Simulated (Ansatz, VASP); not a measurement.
Two plane-wave programs on MgO

```xyz
8
Lattice="3.2553 0.0000 0.0000 -1.6277 2.8192 0.0000 0.0000 0.0000 10.4150" Properties=species:S:1:pos:R:3 pbc="T T T"
Mg    0.0000    1.8795   10.0983
Mg    0.0000    0.0000    2.3012
Mg    0.0000    0.0000    7.5086
Mg    1.6277    0.9397    4.8908
O     0.0000    1.8795    8.1228
O    -0.3900    0.0000    5.3851
O     0.0000    0.0000    0.3076
O     1.6277    0.9397    2.9153
```

Alike in both runs: task single point; functional PBEsol; k mesh 9 × 9 × 4; occupations gaussian, width 0.05 eV; no spin polarisation.

```csv
,VASP,Ansatz
version,VASP 6.6.1,Ansatz 0.2.0
potentials or method,"VASP PAW PBE potentials, release 64 (Mg, O), cutoff 520 eV","scalar-relativistic, plane waves, PAW"
valence electrons in the cell,32,64
```

Ansatz gave:

- gap on the k mesh at the Fermi level (eV): 3.18
- least direct gap on the mesh (eV): 3.18
- pressure (GPa): 4.4
- traceless stress, the component that is largest in VASP (GPa): -8.03
- rms of the force components (eV/Å): 2.163

Q: Estimate VASP's values.

A: gap on the k mesh at the Fermi level (eV): 3.17; least direct gap on the mesh (eV): 3.17; pressure (GPa): 4.4; traceless stress, the component that is largest in VASP (GPa): -8.42; rms of the force components (eV/Å): 2.257.

VASP's potentials were made for PBE, not for PBEsol, and Ansatz warns of the same on its side. Atom by atom the forces differ by 0.094 eV/Å (rms over components). The functional is the same, so the differences come from potentials, cutoffs and numerics. VASP's potentials hold 32 valence electrons a cell and Ansatz's 64, so a difference there can come from the potentials and not from the codes.
